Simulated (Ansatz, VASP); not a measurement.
# BAs in VASP and in Ansatz

The input POSCAR:

```
BAs
1.0
    0.0000000000      2.3012252255      2.3012252255
    2.3012252255      0.0000000000      2.3012252255
    2.3012252255      2.3012252255      0.0000000000
B As
1 1
Direct
    0.0000000000      0.0000000000      0.0000000000
    0.5000000000      0.5000000000      0.5000000000
```

Contents of INCAR.step1:

```
PREC = Accurate
ENCUT = 520
ISMEAR = -1
SIGMA = 0.05
LREAL = F
LASPH = T
NELM = 60
NBANDS = 11
GGA = PE
ALGO = Normal
EDIFF = 1E-4
LWAVE = T
LCHARG = F
```

The input INCAR.step2:

```
PREC = Accurate
ENCUT = 520
EDIFF = 1E-7
ISMEAR = -1
SIGMA = 0.05
LREAL = F
LASPH = T
NELM = 60
ALGO = Normal
ISIF = 2
LWAVE = F
LCHARG = T
METAGGA = R2SCAN
LMIXTAU = T
LELF = T
LVHAR = T
NBANDS = 11
ISTART = 1
```

Contents of KPOINTS:

```
regular mesh
0
Gamma
  15 15 15
```

Input for Ansatz:

```yaml
crystal:
  lattice:
    - [0.0, 2.3012252255, 2.3012252255]
    - [2.3012252255, 0.0, 2.3012252255]
    - [2.3012252255, 2.3012252255, 0.0]
  atoms:
    - { symbol: B, position: [0.0, 0.0, 0.0] }
    - { symbol: As, position: [0.5, 0.5, 0.5] }
kpoints:
  mp_grid: { grid: [15, 15, 15] }
  band_path:
    path:
      - [0.0, 0.0, 0.0]
      - [0.5, 0.0, 0.5]
      - [0.625, 0.25, 0.625]
      - [0.375, 0.375, 0.75]
      - [0.0, 0.0, 0.0]
      - [0.5, 0.5, 0.5]
      - [0.5, 0.25, 0.75]
      - [0.5, 0.0, 0.5]
    npoints: 8
scf:
  occupations: { method: fermi_dirac, width: 0.05 }
hamiltonian:
  xc: r2scan
  pseudopotentials: { kind: paw }
output:
  forces: true
  stress: true
  eigenvalues: true
  populations: true
  dos: { projected: true, de: 0.2, e_range: [-14, 8] }
  write_density: true
  write_potential: true
  elf: true
  volumetric_format: npy
```

Change from the starting cell: volume scaled by 1, PAW files.

Alike in both runs: task single point; functional r2SCAN; k mesh 15 × 15 × 15; occupations fermi-dirac, width 0.05 eV; no spin polarisation.

|  | VASP | Ansatz |
| --- | --- | --- |
| version | VASP 6.6.1 | Ansatz 0.2.0 |
| potentials or method | VASP PAW PBE potentials, release 64 (B, As) | PAW with Ansatz's default frozen-core files, scalar-relativistic |
| plane-wave cutoff (eV) | 520 | 500 |
| valence electrons in the cell | 8 | 18 |

```csv
,VASP,Ansatz,Ansatz less VASP
pressure (GPa),0.1,0.0,-0.11
```

VASP's potentials were made for PBE, not for r2SCAN. VASP's potentials hold 8 valence electrons a cell and Ansatz's 18, so a difference there can come from the potentials and not from the codes.
